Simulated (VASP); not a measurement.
A run of VASP 6.6.1 is set up as follows.

INCAR

```
SYSTEM = Be
  PREC = Accurate
  ENCUT = 520
  EDIFF = 1E-8
  ISMEAR = -1
  SIGMA = 0.05
  LREAL = .False.
  LASPH = .True.
  NELM = 60
  ALGO = Normal
  ISIF = 2
  LWAVE = .False.
  LCHARG = .False.
  GGA = PS
  LEFG = .True.
  NBANDS = 9
```

File KPOINTS:

```
regular mesh
0
Gamma
  21 21 11
  0 0 0
```

The input POSCAR:

```
Be
1.0
    2.2872077026      0.0000000000      0.0000000000
   -1.1436038513      1.9807799742      0.0000000000
    0.0000000000      0.0000000000      3.6094919146
Be
2
Direct
    0.3333333333      0.6666666667      0.7500000000
    0.6666666667      0.3333333333      0.2500000000
```

Potentials or basis: VASP PAW PBE potentials, release 64 (Be).

Launch:

```bash
$ cat potpaw_PBE.64/Be/POTCAR > POTCAR
$ mpirun -np 1 vasp_std > vasp.out
```

(1) Estimate the pressure.

(2) What does it give for the band gap on the k mesh?

Answers

(1) -4.6 GPa.

(2) zero (band 2 reaches 7.72 eV, above the bottom of band 3 at 5.70 eV).

Caveat: without QUAD_EFG the Cq values of the log hold for a quadrupole moment of 1 mb, not for the nuclei; the PAW data sets were made with another functional, which shifts forces and pressure a little.
